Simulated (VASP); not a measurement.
# Sb (I4/mmm) in VASP: notebook

The runs below take Sb through single point, with PBE.

Program: VASP 6.6.1. These are calculated values, not measurements. Logs are shortened: lines on timing, memory, paths and dates and some standing lists are left out, and cuts for length are marked.

### Step 1. The cell of the first run

The structure is tetragonal, space group I4/mmm (No. 139). Conventional cell: a = 3.153 Å, b = 3.153 Å, c = 5.424 Å, α = 90.00°, β = 90.00°, γ = 90.00°. Sb (site symmetry 4/mmm) has 12 Sb at 3.15 to 3.51 Å within 4.1 Å.

### Step 2. Single point, PBE

File INCAR:

```
PREC = Accurate
ENCUT = 520
EDIFF = 1E-6
ISMEAR = 0
SIGMA = 0.019000000000000003
LREAL = False
LASPH = True
NELM = 100
ALGO = Normal
ISIF = 2
LWAVE = False
LCHARG = False
GGA = PE
NBANDS = 8
```

File KPOINTS:

```
regular mesh
0
Gamma
  12 12 12
```

File POSCAR:

```
Sb
1.0
   -1.5765401831      1.5765401831      2.7119384313
    1.5765401831     -1.5765401831      2.7119384313
    1.5765401831      1.5765401831     -2.7119384313
Sb
1
Direct
    0.0000000000      0.0000000000      0.0000000000
```

Potentials or basis: VASP PAW PBE potentials, release 64 (Sb).

Command:

```bash
cat potpaw_PBE.64/Sb/POTCAR > POTCAR
mpirun -np 1 vasp_std > vasp.out
```

OUTCAR:

```text
PREC = Accurate
   ENCUT = 520
   EDIFF = 1E-6
   ISMEAR = 0
   LREAL = False
   LASPH = True
   NELM = 100
   ISIF = 2
   GGA = PE

 ion  position               nearest neighbor table
   1  0.000  0.000  0.000-

  LATTYP: Found a body centered tetragonal cell.
 ALAT       =     3.1530803662
 C/A-ratio  =     1.7201835135

  Lattice vectors:

 A1 = (  -1.5765401831,   1.5765401831,   2.7119384313)
 A2 = (   1.5765401831,  -1.5765401831,   2.7119384313)
 A3 = (   1.5765401831,   1.5765401831,  -2.7119384313)

Analysis of symmetry for initial positions (statically):
=====================================================================
 Subroutine PRICEL returns:
 Original cell was already a primitive cell.

 Routine SETGRP: Setting up the symmetry group for a
 body centered tetragonal supercell.

 Subroutine GETGRP returns: Found 16 space group operations
 (whereof 16 operations were pure point group operations)
 out of a pool of 16 trial point group operations.

The static configuration has the point symmetry D_4h.

Analysis of symmetry for dynamics (positions and initial velocities):
=====================================================================
 Subroutine PRICEL returns:
 Original cell was already a primitive cell.

 Routine SETGRP: Setting up the symmetry group for a
 body centered tetragonal supercell.

 Subroutine GETGRP returns: Found 16 space group operations
 (whereof 16 operations were pure point group operations)
 out of a pool of 16 trial point group operations.

The dynamic configuration has the point symmetry D_4h.

 Subroutine INISYM returns: Found 16 space group operations
 (whereof 16 operations are pure point group operations),
 and found     1 'primitive' translations

----------------------------------------------------------------------------------------

                                     Primitive cell

  volume of cell :      26.9619

  direct lattice vectors                    reciprocal lattice vectors
    -1.576540183  1.576540183  2.711938431     0.000000000  0.317150178  0.184369967
     1.576540183 -1.576540183  2.711938431     0.317150178  0.000000000  0.184369967
     1.576540183  1.576540183 -2.711938431     0.317150178  0.317150178  0.000000000

  length of vectors
     3.510778824  3.510778824  3.510778824     0.366846726  0.366846726  0.448518083

  position of ions in fractional coordinates (direct lattice)
     0.000000000  0.000000000  0.000000000

  ion indices of the primitive-cell ions
   primitive index   ion index
                 1           1

----------------------------------------------------------------------------------------

 KPOINTS: regular mesh

Automatic generation of k-mesh.
 Grid dimensions read from file:
 generate k-points for:   12   12   12

 Generating k-lattice:

  Cartesian coordinates                     Fractional coordinates (reciprocal lattice)
     0.000000000  0.026429182  0.015364164     0.083333333 -0.000000000  0.000000000
     0.026429182  0.000000000  0.015364164    -0.000000000  0.083333333  0.000000000
     0.026429182  0.026429182  0.000000000     0.000000000  0.000000000  0.083333333

  Length of vectors
     0.030570561  0.030570561  0.037376507

  Shift w.r.t. Gamma in fractional coordinates (k-lattice)
     0.000000000  0.000000000  0.000000000

 Subroutine IBZKPT returns following result:
 ===========================================

 Found    163 irreducible k-points:

 Following reciprocal coordinates:
            Coordinates               Weight
  0.000000  0.000000  0.000000      1.000000
  0.083333  0.000000 -0.000000      8.000000
  0.166667  0.000000 -0.000000      8.000000
  0.250000 -0.000000  0.000000      8.000000
  0.333333  0.000000 -0.000000      8.000000
  0.416667  0.000000 -0.000000      8.000000
[... 16 lines left out ...]
  0.500000  0.166667  0.000000     16.000000
 -0.416667  0.166667  0.000000     16.000000
 [... further k-points ...]
   k-points           NKPTS =    163   k-points in BZ     NKDIM =    163   number of bands    NBANDS=      8
   number of dos      NEDOS =    301   number of ions     NIONS =      1
   total plane-waves  NPLWV =  21952
   dimension x,y,z NGX =    28 NGY =   28 NGZ =   28
   dimension x,y,z NGXF=    56 NGYF=   56 NGZF=   56
   ions per type =               1
   NGX,Y,Z   is equivalent  to a cutoff of  13.26, 13.26, 13.26 a.u.
   NGXF,Y,Z  is equivalent  to a cutoff of  26.52, 26.52, 26.52 a.u.
 SYSTEM =  unknown system
   PREC   = accura    normal or accurate (medium, high low for compatibility)
   ISTART =      0    job   : 0-new  1-cont  2-samecut
   ICHARG =      2    charge: 1-file 2-atom 10-const
   ISPIN  =      1    spin polarized calculation?
   LNONCOLLINEAR =      F non collinear calculations
   LSORBIT =      F    spin-orbit coupling
   LASPH  =      T    aspherical Exc in radial PAW
   ENCUT  =  520.0 eV  38.22 Ry    6.18 a.u.   6.53  6.53  6.53*2*pi/ulx,y,z
   NELM   =    100;   NELMIN=  2; NELMDL= -5     # of ELM steps
   EDIFF  = 0.1E-05   stopping-criterion for ELM
   LREAL  =      F    real-space projection
   EDIFFG = 0.1E-04   stopping-criterion for IOM
   NSW    =      0    number of steps for IOM
   IBRION =     -1    ionic relax: 0-MD 1-quasi-New 2-CG
   NFREE  =      0    steps in history (QN), initial steepest desc. (CG)
   ISIF   =      2    stress and relaxation
   ISYM   =      2    0-nonsym 1-usesym 2-fastsym
   POTIM  = 0.5000    time-step for ionic-motion
   TEBEG  =    0.0;   TEEND  =   0.0 temperature during run
   PSTRESS=    0.0 pullay stress
   NELECT =       5.0000    total number of electrons
   NUPDOWN=      -1.0000    fix difference up-down
   EMIN   =  10.00;   EMAX   =-10.00  energy-range for DOS
   EFERMI =   0.00;   METHOD = LEGACY
   ISMEAR =     0;   SIGMA  =   0.02  broadening in eV -4-tet -1-fermi 0-gaus
   EFERMI_NEDOS =   21; number of points for ismear=-14 and -15
   IALGO  =     38    algorithm
   IMIX   =      4    mixing-type and parameters
     AMIX     =   0.40;   BMIX     =  1.00
     AMIX_MAG =   1.60;   BMIX_MAG =  1.00
  volume/ion in A,a.u.               =      26.96       181.95
  Fermi-wavevector in a.u.,A,eV,Ry     =   0.933573  1.764197 11.858269  0.871558
  Thomas-Fermi vector in A             =   2.060288
   LORBIT       =      0    0 simple, 1 ext, 2 COOP (PROOUT), +10 PAW based schemes
   GGA     = PE    functional components
   LHFCALC =     F    Hartree Fock is set to
   AEXX    =    0.0000 exact exchange contribution
   IVDW    =     0    specifies the selected vdW correction
   LEPSILON=     F    determine dielectric tensor
   LRPA    =     F    only Hartree local field effects (RPA)
 non-spin polarized calculation
 Gauss-broadening in eV      SIGMA  =   0.02
  energy-cutoff  :      520.00
  volume of cell :       26.96
 maximum number of plane-waves:       748
 NGX is ok and might be reduce to    28
   NGX = 13   NGY = 13   NGZ = 13

 number of electron       5.0000000 magnetization

 Free energy of the ion-electron system (eV)
  ---------------------------------------------------
  ext. energy  EPLUGINS =         0.00000000
  ---------------------------------------------------
  free energy    TOTEN  =        -3.83936104 eV

  energy without entropy =       -3.83913435  energy(sigma->0) =       -3.83924770

 E-fermi :   8.5501     XC(G=0): -10.2151

 val. band max:        8.5450963027   @ k =   0.3333   0.1667   0.0833
 cond. band min:       8.5658731621   @ k =  -0.3333   0.5000   0.0833
 fundamental gap:      0.0207768595
 Fermi energy:         8.5501091964

 k-point     1 :       0.0000    0.0000    0.0000
  band No.  band energies     occupation
      1      -4.4331      2.00000
      2      13.1552      0.00000
      3      13.9522      0.00000
      4      13.9522      0.00000
      5      17.8735      0.00000
      6      19.1539      0.00000
      7      19.1571      0.00000
      8      19.2458      0.00000

 k-point     2 :       0.0833    0.0000   -0.0000
  band No.  band energies     occupation
      1      -4.2938      2.00000
      2      12.4624      0.00000
      3      13.0902      0.00000
      4      13.9217      0.00000
      5      17.6470      0.00000
      6      18.2197      0.00000
      7      19.0981      0.00000
      8      19.4714      0.00000

 k-point     3 :       0.1667    0.0000   -0.0000
  band No.  band energies     occupation
      1      -3.8779      2.00000
      2      10.2150      0.00000
      3      12.2619      0.00000
      4      13.8603      0.00000
      5      16.5356      0.00000
      6      18.0306      0.00000
      7      20.0093      0.00000
      8      20.0739      0.00000

 k-point     4 :       0.2500   -0.0000    0.0000
  band No.  band energies     occupation
      1      -3.1947      2.00000
      2       7.7629      2.00000
      3      11.4774      0.00000
      4      13.8216      0.00000
      5      15.6873      0.00000
      6      17.8959      0.00000
      7      20.5899      0.00000
      8      21.3466      0.00000

 k-point     5 :       0.3333    0.0000   -0.0000
  band No.  band energies     occupation
      1      -2.2738      2.00000
      2       5.4916      2.00000
      3      10.8390      0.00000
      4      13.8311      0.00000
      5      15.0949      0.00000
      6      17.9748      0.00000
      7      20.0547      0.00000
      8      20.6251      0.00000

 k-point     6 :       0.4167    0.0000   -0.0000
  band No.  band energies     occupation
      1      -1.2307      2.00000
      2       3.6138      2.00000
      3      10.4296      0.00000
      4      13.8694      0.00000
      5      14.7445      0.00000
      6      18.2808      0.00000
      7      19.4654      0.00000
      8      19.6427      0.00000

 k-point     7 :       0.5000   -0.0000    0.0000
  band No.  band energies     occupation
      1      -0.6124      2.00000
      2       2.7138      2.00000
      3      10.2892      0.00000
      4      13.8907      0.00000
      5      14.6284      0.00000
      6      18.7001      0.00000
      7      18.9910      0.00000
      8      19.2465      0.00000

 k-point     8 :       0.0833    0.0833   -0.0000
  band No.  band energies     occupation
      1      -4.0860      2.00000
      2      11.6122      0.00000
      3      12.4614      0.00000
      4      13.2122      0.00000
      5      17.7067      0.00000
      6      17.7344      0.00000
      7      18.7762      0.00000
      8      20.2499      0.00000

 k-point     9 :       0.1667    0.0833   -0.0000
  band No.  band energies     occupation
      1      -3.6037      2.00000
      2       9.6434      0.00000
      3      11.5035      0.00000
      4      12.8049      0.00000
      5      16.7470      0.00000
      6      18.0209      0.00000
      7      19.4374      0.00000
      8      21.0958      0.00000

 k-point    10 :       0.2500    0.0833    0.0000
  band No.  band energies     occupation
      1      -2.8595      2.00000
      2       7.2846      2.00000
      3      10.8444      0.00000
      4      12.5848      0.00000
      5      15.9609      0.00000
      6      18.1518      0.00000
      7      19.7880      0.00000
      8      20.6788      0.00000
[... 78 lines left out ...]
 k-point    18 :      -0.0833    0.0833    0.0000
  band No.  band energies     occupation
      1      -4.2233      2.00000
      2      12.7763      0.00000
      3      12.9002      0.00000
      4      13.1534      0.00000
      5      17.2581      0.00000
      6      18.6383      0.00000
      7      19.1274      0.00000
      8      19.2559      0.00000

 k-point    19 :       0.1667    0.1667   -0.0000
  band No.  band energies     occupation
      1      -3.0589      2.00000
      2       8.9484      0.00000
      3       9.8424      0.00000
      4      11.8206      0.00000
      5      17.1088      0.00000
      6      17.8733      0.00000
      7      19.7877      0.00000
      8      20.2200      0.00000

 k-point    20 :       0.2500    0.1667   -0.0000
  band No.  band energies     occupation
      1      -2.2612      2.00000
      2       7.0305      2.00000
      3       9.2874      0.00000
      4      11.1841      0.00000
      5      16.5167      0.00000
      6      17.9897      0.00000
      7      19.5205      0.00000
      8      20.8016      0.00000

 k-point    21 :       0.3333    0.1667   -0.0000
  band No.  band energies     occupation
      1      -1.2687      2.00000
      2       5.0005      2.00000
      3       9.1985      0.00000
      4      10.8385      0.00000
      5      15.8268      0.00000
      6      17.3627      0.00000
      7      20.5142      0.00000
      8      21.4314      0.00000

 k-point    22 :       0.4167    0.1667   -0.0000
  band No.  band energies     occupation
      1      -0.3300      2.00000
      2       3.5049      2.00000
      3       9.2538      0.00000
      4      10.8051      0.00000
      5      15.2796      0.00000
      6      16.9362      0.00000
      7      21.1252      0.00000
      8      22.3725      0.00000

 k-point    23 :       0.5000    0.1667    0.0000
  band No.  band energies     occupation
      1      -0.3079      2.00000
      2       3.4605      2.00000
      3       9.4463      0.00000
      4      11.0120      0.00000
      5      15.0101      0.00000
      6      16.8082      0.00000
      7      20.5914      0.00000
      8      21.9843      0.00000

 k-point    24 :      -0.4167    0.1667    0.0000
  band No.  band energies     occupation
      1      -1.2381      2.00000
      2       4.9067      2.00000
      3       9.8117      0.00000
      4      11.3095      0.00000
      5      15.1291      0.00000
      6      16.9181      0.00000
      7      18.9902      0.00000
      8      22.2710      0.00000

 [... further k-points ...]
[... 5 lines left out ...]
  --------------------------------------------------------------------------------------
  -------------------------------------------------------------------------------------
  Total        0.3267341      0.3267341      0.2003530      0.0000000     -0.0000000      0.0000000
  in kB       19.4157924     19.4157924     11.9057418      0.0000000     -0.0000000      0.0000000
  external PRESSURE =      16.9124422 kB  Pullay stress =       0.0000000 kB

 VOLUME and BASIS-vectors are now :
 -----------------------------------------------------------------------------
  energy-cutoff  :      520.00
  volume of cell :       26.96
      direct lattice vectors                 reciprocal lattice vectors
    -1.576540183  1.576540183  2.711938431     0.000000000  0.317150178  0.184369967
     1.576540183 -1.576540183  2.711938431     0.317150178  0.000000000  0.184369967
     1.576540183  1.576540183 -2.711938431     0.317150178  0.317150178  0.000000000

 POSITION                                       TOTAL-FORCE (eV/Angst)
 -----------------------------------------------------------------------------------
      0.00000      0.00000      0.00000        -0.000000     -0.000000      0.000000
 -----------------------------------------------------------------------------------
    total drift:                               -0.000000      0.000000      0.000000

  FREE ENERGIE OF THE ION-ELECTRON SYSTEM (eV)
  ---------------------------------------------------
  free  energy   TOTEN  =        -3.8393610445 eV

  energy  without entropy=       -3.8391343547  energy(sigma->0) =       -3.83924770
```

Run time: 14 s. Hardware: 1 thread of Intel Xeon 6975P-C (Granite Rapids), shared host; peak memory 0.17 GiB.

What came out:

```yaml
Free_energy: -3.8394 eV
Pressure: 1.7 GPa
```

Levels at points of the mesh, in eV from the Fermi level:
```
           k point  band 1  band 2  band 3  band 4  band 5  band 6
(0.00, 0.00, 0.00)  -12.98    4.61    5.40    5.40    9.32   10.60
(0.50, 0.00, 0.00)   -9.16   -5.84    1.74    5.34    6.08   10.15
(0.50, 0.50, 0.00)   -6.68   -4.43   -1.05    0.56    3.43    4.32
(0.50, 0.50, 0.50)   -9.31   -5.71    2.08    2.08    5.84    6.07
```

Caveat: spin-orbit coupling is left out, which moves the levels of the heavy elements.

### Step 3. Single point, PBE

File INCAR:

```
ALGO = Normal
EDIFF = 1E-7
ENCUT = 520
GGA = PE
ISIF = 2
ISMEAR = 0
LASPH = True
LCHARG = True
LELF = True
LREAL = False
LVHAR = True
LWAVE = False
NBANDS = 8
NELM = 60
PREC = Accurate
SIGMA = 0.02
```

File KPOINTS:

```
k-points
0
Gamma
  12 12 12
```

POSCAR is that of step 2.

Potentials or basis: VASP PAW PBE potentials, release 64 (Sb).

Command:

```bash
cat potpaw_PBE.64/Sb/POTCAR > POTCAR
mpirun -np 1 vasp_std > vasp.out
```

Run time: 19 s. Hardware: 1 thread of Intel Xeon 6975P-C (Granite Rapids), shared host; peak memory 0.17 GiB.

The run converged. Its results:

```
Free energy : -3.8394 eV
Pressure    : 1.7 GPa
```

Stress tensor (GPa, compression positive):
```
1.94 0.00 0.00
0.00 1.94 0.00
0.00 0.00 1.19
```

Levels at points of the mesh, in eV from the Fermi level:
```
           k point  band 1  band 2  band 3  band 4  band 5  band 6  band 7
(0.00, 0.00, 0.00)  -12.98    4.61    5.40    5.40    9.32   10.60   10.61
(0.50, 0.00, 0.00)   -9.16   -5.84    1.74    5.34    6.08   10.15   10.44
(0.50, 0.50, 0.00)   -6.68   -4.43   -1.05    0.56    3.43    4.32   15.65
(0.50, 0.50, 0.50)   -9.31   -5.71    2.08    2.08    5.84    6.07   18.12
```

Caveat: spin-orbit coupling is left out, which moves the levels of the heavy elements.

(Continued in part 2 of 2.)
